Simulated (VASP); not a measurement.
# Pt (Pm-3m) in VASP: single point with LDA

Aim: the single point of Pt with LDA.

Everything below comes from runs of VASP 6.6.1. Logs are shortened: lines on timing, memory, paths and dates and some standing lists are left out, and cuts for length are marked.

### 1 The cell of the first run

The structure is cubic, space group Pm-3m (No. 221). Conventional cell: a = 2.574 Å, b = 2.574 Å, c = 2.574 Å, α = 90.00°, β = 90.00°, γ = 90.00°. Pt (site symmetry m-3m) has 6 Pt at 2.57 Å within 3.4 Å.

### 2 Single point, LDA

The input, INCAR:

```
PREC = Accurate
ENCUT = 520
EDIFF = 1E-6
ISMEAR = -1
SIGMA = 0.13605693000000002
LREAL = False
LASPH = True
NELM = 80
ALGO = Normal
ISIF = 2
LWAVE = False
LCHARG = True
GGA = CA
LELF = True
LVHAR = True
NBANDS = 11
```

The input, KPOINTS:

```
Automatic mesh
0
Gamma
  13 13 13
```

The input, POSCAR:

```
Pt
1.0
    2.5739006210      0.0000000000      0.0000000000
    0.0000000000      2.5739006210      0.0000000000
    0.0000000000      0.0000000000      2.5739006210
Pt
1
Direct
    0.0000000000      0.0000000000      0.0000000000
```

Potentials or basis: VASP PAW LDA potentials, release 64 (Pt).

On the command line:

```console
$ cat potpaw_LDA.64/Pt/POTCAR > POTCAR
$ mpirun -np 1 vasp_std > vasp.out
```

OUTCAR:

```text
PREC = Accurate
   ENCUT = 520
   EDIFF = 1E-6
   ISMEAR = -1
   LREAL = False
   LASPH = True
   NELM = 80
   ISIF = 2
   GGA = CA

 ion  position               nearest neighbor table
   1  0.000  0.000  0.000-

  LATTYP: Found a simple cubic cell.
 ALAT       =     2.5739006210

  Lattice vectors:

 A1 = (   2.5739006210,   0.0000000000,   0.0000000000)
 A2 = (   0.0000000000,   2.5739006210,   0.0000000000)
 A3 = (   0.0000000000,   0.0000000000,   2.5739006210)

Analysis of symmetry for initial positions (statically):
=====================================================================
 Subroutine PRICEL returns:
 Original cell was already a primitive cell.

 Routine SETGRP: Setting up the symmetry group for a
 simple cubic supercell.

 Subroutine GETGRP returns: Found 48 space group operations
 (whereof 48 operations were pure point group operations)
 out of a pool of 48 trial point group operations.

The static configuration has the point symmetry O_h .

Analysis of symmetry for dynamics (positions and initial velocities):
=====================================================================
 Subroutine PRICEL returns:
 Original cell was already a primitive cell.

 Routine SETGRP: Setting up the symmetry group for a
 simple cubic supercell.

 Subroutine GETGRP returns: Found 48 space group operations
 (whereof 48 operations were pure point group operations)
 out of a pool of 48 trial point group operations.

The dynamic configuration has the point symmetry O_h .

 Subroutine INISYM returns: Found 48 space group operations
 (whereof 48 operations are pure point group operations),
 and found     1 'primitive' translations

----------------------------------------------------------------------------------------

                                     Primitive cell

  volume of cell :      17.0520

  direct lattice vectors                    reciprocal lattice vectors
     2.573900621  0.000000000  0.000000000     0.388515389  0.000000000  0.000000000
     0.000000000  2.573900621  0.000000000     0.000000000  0.388515389  0.000000000
     0.000000000  0.000000000  2.573900621     0.000000000  0.000000000  0.388515389

  length of vectors
     2.573900621  2.573900621  2.573900621     0.388515389  0.388515389  0.388515389

  position of ions in fractional coordinates (direct lattice)
     0.000000000  0.000000000  0.000000000

  ion indices of the primitive-cell ions
   primitive index   ion index
                 1           1

----------------------------------------------------------------------------------------

 KPOINTS: Automatic mesh

Automatic generation of k-mesh.
 Grid dimensions read from file:
 generate k-points for:   13   13   13

 Generating k-lattice:

  Cartesian coordinates                     Fractional coordinates (reciprocal lattice)
     0.029885799  0.000000000  0.000000000     0.076923077  0.000000000  0.000000000
     0.000000000  0.029885799  0.000000000     0.000000000  0.076923077  0.000000000
     0.000000000  0.000000000  0.029885799     0.000000000  0.000000000  0.076923077

  Length of vectors
     0.029885799  0.029885799  0.029885799

  Shift w.r.t. Gamma in fractional coordinates (k-lattice)
     0.000000000  0.000000000  0.000000000

 Subroutine IBZKPT returns following result:
 ===========================================

 Found     84 irreducible k-points:

 Following reciprocal coordinates:
            Coordinates               Weight
  0.000000  0.000000  0.000000      1.000000
  0.076923  0.000000  0.000000      6.000000
  0.153846  0.000000  0.000000      6.000000
  0.230769  0.000000  0.000000      6.000000
  0.307692  0.000000  0.000000      6.000000
  0.384615  0.000000  0.000000      6.000000
[... 16 lines left out ...]
  0.307692  0.307692  0.000000     12.000000
  0.384615  0.307692  0.000000     24.000000
 [... further k-points ...]
   k-points           NKPTS =     84   k-points in BZ     NKDIM =     84   number of bands    NBANDS=     11
   number of dos      NEDOS =    301   number of ions     NIONS =      1
   total plane-waves  NPLWV =   8000
   dimension x,y,z NGX =    20 NGY =   20 NGZ =   20
   dimension x,y,z NGXF=    40 NGYF=   40 NGZF=   40
   ions per type =               1
   NGX,Y,Z   is equivalent  to a cutoff of  12.92, 12.92, 12.92 a.u.
   NGXF,Y,Z  is equivalent  to a cutoff of  25.84, 25.84, 25.84 a.u.
 SYSTEM =  unknown system
   PREC   = accura    normal or accurate (medium, high low for compatibility)
   ISTART =      0    job   : 0-new  1-cont  2-samecut
   ICHARG =      2    charge: 1-file 2-atom 10-const
   ISPIN  =      1    spin polarized calculation?
   LNONCOLLINEAR =      F non collinear calculations
   LSORBIT =      F    spin-orbit coupling
   LASPH  =      T    aspherical Exc in radial PAW
   ENCUT  =  520.0 eV  38.22 Ry    6.18 a.u.   4.79  4.79  4.79*2*pi/ulx,y,z
   NELM   =     80;   NELMIN=  2; NELMDL= -5     # of ELM steps
   EDIFF  = 0.1E-05   stopping-criterion for ELM
   LREAL  =      F    real-space projection
   EDIFFG = 0.1E-04   stopping-criterion for IOM
   NSW    =      0    number of steps for IOM
   IBRION =     -1    ionic relax: 0-MD 1-quasi-New 2-CG
   NFREE  =      0    steps in history (QN), initial steepest desc. (CG)
   ISIF   =      2    stress and relaxation
   ISYM   =      2    0-nonsym 1-usesym 2-fastsym
   POTIM  = 0.5000    time-step for ionic-motion
   TEBEG  =    0.0;   TEEND  =   0.0 temperature during run
   PSTRESS=    0.0 pullay stress
   NELECT =      10.0000    total number of electrons
   NUPDOWN=      -1.0000    fix difference up-down
   EMIN   =  10.00;   EMAX   =-10.00  energy-range for DOS
   EFERMI =   0.00;   METHOD = LEGACY
   ISMEAR =    -1;   SIGMA  =   0.14  broadening in eV -4-tet -1-fermi 0-gaus
   EFERMI_NEDOS =   21; number of points for ismear=-14 and -15
   IALGO  =     38    algorithm
   IMIX   =      4    mixing-type and parameters
     AMIX     =   0.40;   BMIX     =  1.00
     AMIX_MAG =   1.60;   BMIX_MAG =  1.00
  volume/ion in A,a.u.               =      17.05       115.07
  Fermi-wavevector in a.u.,A,eV,Ry     =   1.370302  2.589496 25.548046  1.877728
  Thomas-Fermi vector in A             =   2.496101
   LORBIT       =      0    0 simple, 1 ext, 2 COOP (PROOUT), +10 PAW based schemes
   GGA     = CA    functional components
   LHFCALC =     F    Hartree Fock is set to
   AEXX    =    0.0000 exact exchange contribution
   IVDW    =     0    specifies the selected vdW correction
   LEPSILON=     F    determine dielectric tensor
   LRPA    =     F    only Hartree local field effects (RPA)
 non-spin polarized calculation
  energy-cutoff  :      520.00
  volume of cell :       17.05
 maximum number of plane-waves:       467
 NGX is ok and might be reduce to    20
   NGX =  9   NGY =  9   NGZ =  9

 number of electron      10.0000000 magnetization

 number of electron       9.9999998 magnetization

 Free energy of the ion-electron system (eV)
  ---------------------------------------------------
  ext. energy  EPLUGINS =         0.00000000
  ---------------------------------------------------
  free energy    TOTEN  =        -7.00583935 eV

  energy without entropy =       -6.93302847  energy(sigma->0) =       -6.96943391

 E-fermi :   9.0104     XC(G=0): -12.8424

 val. band max:        8.9932399554   @ k =   0.3846   0.1538   0.0000
 cond. band min:       9.0256448242   @ k =   0.4615   0.1538   0.0000
 fundamental gap:      0.0324048687
 Fermi energy:         9.0104235461

 k-point     1 :       0.0000    0.0000    0.0000
  band No.  band energies     occupation
      1       0.0178      2.00000
      2       2.7985      2.00000
      3       2.7985      2.00000
      4       9.3359      0.16754
      5       9.3359      0.16754
      6       9.3359      0.16754
      7      24.3931      0.00000
      8      24.3931      0.00000
      9      24.3931      0.00000
     10      30.4855      0.00000
     11      33.2454      0.00000

 k-point     2 :       0.0769    0.0000    0.0000
  band No.  band energies     occupation
      1       0.1934      2.00000
      2       2.8320      2.00000
      3       2.9613      2.00000
      4       9.1674      0.47953
      5       9.1674      0.47952
      6       9.3490      0.15336
      7      23.2501      0.00000
      8      24.7117      0.00000
      9      24.7117      0.00000
     10      31.1903      0.00000
     11      32.0553      0.00000

 k-point     3 :       0.1538    0.0000    0.0000
  band No.  band energies     occupation
      1       0.6656      2.00000
      2       2.9262      2.00000
      3       3.4709      2.00000
      4       8.7282      1.77674
      5       8.7282      1.77674
      6       9.3854      0.11949
      7      21.0616      0.00000
      8      25.5849      0.00000
      9      25.5849      0.00000
     10      30.1524      0.00000
     11      31.7016      0.00000

 k-point     4 :       0.2308    0.0000    0.0000
  band No.  band energies     occupation
      1       1.2909      2.00000
      2       3.0626      2.00000
      3       4.3659      2.00000
      4       8.1654      1.99599
      5       8.1654      1.99599
      6       9.4372      0.08322
      7      18.8032      0.00000
      8      26.8182      0.00000
      9      26.8182      0.00000
     10      28.4013      0.00000
     11      31.5946      0.00000

 k-point     5 :       0.3077    0.0000    0.0000
  band No.  band energies     occupation
      1       1.9090      2.00000
      2       3.2123      2.00000
      3       5.6117      2.00000
      4       7.6245      1.99992
      5       7.6245      1.99992
      6       9.4927      0.05612
      7      16.7474      0.00000
      8      26.9867      0.00000
      9      28.1896      0.00000
     10      28.1896      0.00000
     11      30.8923      0.00000
[... 211 lines left out ...]
 k-point    21 :       0.3846    0.2308    0.0000
  band No.  band energies     occupation
      1       3.2111      2.00000
      2       4.3242      2.00000
      3       5.6248      2.00000
      4       7.3900      1.99999
      5       8.4778      1.96088
      6       8.9591      1.18649
      7      16.1238      0.00000
      8      23.1268      0.00000
      9      26.9516      0.00000
     10      29.9869      0.00000
     11      32.3367      0.00000

 k-point    22 :       0.4615    0.2308    0.0000
  band No.  band energies     occupation
      1       3.4142      2.00000
      2       4.2664      2.00000
      3       5.5617      2.00000
      4       7.1769      2.00000
      5       8.5147      1.94902
      6      10.7187      0.00001
      7      14.2305      0.00000
      8      24.4455      0.00000
      9      25.8884      0.00000
     10      28.4649      0.00000
     11      33.6833      0.00000

 k-point    23 :       0.3077    0.3077    0.0000
  band No.  band energies     occupation
      1       3.1765      2.00000
      2       4.1254      2.00000
      3       6.6757      2.00000
      4       7.8076      1.99971
      5       7.8555      1.99959
      6       7.9730      1.99902
      7      18.2346      0.00000
      8      20.7099      0.00000
      9      27.2446      0.00000
     10      31.8234      0.00000
     11      32.2195      0.00000

 k-point    24 :       0.3846    0.3077    0.0000
  band No.  band energies     occupation
      1       3.3963      2.00000
      2       3.8179      2.00000
      3       7.1489      2.00000
      4       7.4882      1.99997
      5       7.9764      1.99900
      6       9.4675      0.06719
      7      16.4857      0.00000
      8      21.3578      0.00000
      9      26.0727      0.00000
     10      30.2555      0.00000
     11      33.1163      0.00000

 [... further k-points ...]
[... 5 lines left out ...]
  --------------------------------------------------------------------------------------
  -------------------------------------------------------------------------------------
  Total       -0.0502399     -0.0502399     -0.0502399      0.0000000      0.0000000      0.0000000
  in kB       -4.7204528     -4.7204528     -4.7204528      0.0000000      0.0000000      0.0000000
  external PRESSURE =      -4.7204528 kB  Pullay stress =       0.0000000 kB

 VOLUME and BASIS-vectors are now :
 -----------------------------------------------------------------------------
  energy-cutoff  :      520.00
  volume of cell :       17.05
      direct lattice vectors                 reciprocal lattice vectors
     2.573900621  0.000000000  0.000000000     0.388515389  0.000000000  0.000000000
     0.000000000  2.573900621  0.000000000     0.000000000  0.388515389  0.000000000
     0.000000000  0.000000000  2.573900621     0.000000000  0.000000000  0.388515389

 POSITION                                       TOTAL-FORCE (eV/Angst)
 -----------------------------------------------------------------------------------
      0.00000      0.00000      0.00000         0.000000      0.000000      0.000000
 -----------------------------------------------------------------------------------
    total drift:                               -0.000000      0.000000     -0.000000

  FREE ENERGIE OF THE ION-ELECTRON SYSTEM (eV)
  ---------------------------------------------------
  free  energy   TOTEN  =        -7.0058393547 eV

  energy  without entropy=       -6.9330284725  energy(sigma->0) =       -6.96943391
```

Run time: 5.7 s. Hardware: 1 thread of AMD EPYC 9R45 (Zen 5), shared host; peak memory 0.09 GiB.

What came out:

```yaml
Free_energy: -7.0058 eV
Pressure: -0.5 GPa
Band_gap_on_the_k_mesh: zero (band 5 reaches 10.95 eV, above the bottom of band 6 at 7.86 eV)
```

Caveat: spin-orbit coupling is left out, which moves the levels of the heavy elements.
